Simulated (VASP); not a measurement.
Write the native input for VASP 6.6.1 that does the following.

```
Task                   : single point
Functional             : PBE
Potentials or basis    : VASP PAW PBE potentials, release 64 (Ti_sv, B)
Cutoff                 : 520 eV
k mesh                 : 15 × 15 × 14
Occupations            : gaussian, width 0.1 eV
Spin                   : no spin polarisation
Dipole correction      : no
Further INCAR settings : ALGO = Normal; EDIFF = 1e-06; NBANDS = 16
```

The structure of TiB2 lies in POSCAR:

```
TiB2
1.0
    2.9715016067      0.0000000000      0.0000000000
   -1.4857508034      2.5733958788      0.0000000000
    0.0000000000      0.0000000000      3.2535150794
Ti B
1 2
Direct
    0.0000000000      0.0000000000      0.0000000000
    0.3333333333      0.6666666667      0.5000000000
    0.6666666667      0.3333333333      0.5000000000
```

This cell differs from its parent crystal: biaxial strain in the a-b plane: -2.0 %, then relaxed in part.

One way to write it, as run:

INCAR

```
SYSTEM = TiB2
PREC = Accurate
ENCUT = 520
EDIFF = 1E-6
ISMEAR = 0
SIGMA = 0.1
LREAL = .False.
LASPH = .True.
NELM = 100
ALGO = Normal
ISIF = 2
LWAVE = .False.
LCHARG = .True.
GGA = PE
LELF = .True.
LVHAR = .True.
NBANDS = 16
```

KPOINTS

```
regular mesh
0
Gamma
  15 15 14
  0 0 0
```

Potentials or basis: VASP PAW PBE potentials, release 64 (Ti_sv, B).

Run with:

```sh
$ cat potpaw_PBE.64/Ti_sv/POTCAR potpaw_PBE.64/B/POTCAR > POTCAR
$ mpirun -np 1 vasp_std > vasp.out
```

It gave:

```yaml
Pressure: 9.9 GPa
Band_gap_on_the_k_mesh: zero (bands 9 and 10 overlap by 0.66 eV)
```

Caveat: the cell differs from its parent crystal (biaxial strain in the a-b plane: -2.0 %, then relaxed in part); the cell stands under pressure.

It took 70 s on 1 thread of Intel Xeon 8259CL (shared host), peak memory 0.2 GiB.
